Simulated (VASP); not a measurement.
InP:

```
In P
1.0
     0.00000    2.95379    2.95379
     2.95379    0.00000    2.95379
     2.95379    2.95379    0.00000
In P
1 1
Direct
  0.00000 0.00000 0.00000
  0.25000 0.25000 0.25000
```

Program: VASP 6.6.1. Alike in all runs: task single point; potentials or basis VASP PAW PBE potentials, release 64 (In_d, P); no spin polarisation; cell as given; k mesh 4 × 4 × 4; cutoff (eV) 520; smearing gaussian 0.01 eV.

Q: Order these runs on this cell by their band gap on the k mesh, lowest first.
A. level r2SCAN50; share of exact exchange 0.5
B. level HSE06; share of exact exchange 0.25; screening parameter 0.2079 1/Å
C. level PBE-based global hybrid with 10 % exact exchange; share of exact exchange 0.1
D. level PBE-based global hybrid with 35 % exact exchange; share of exact exchange 0.35

A: C (1.17 eV), B (1.39 eV), D (2.74 eV), A (3.74 eV).

Caveats: all runs use coarse meshes; spin-orbit coupling is left out, which moves the levels of the heavy elements.
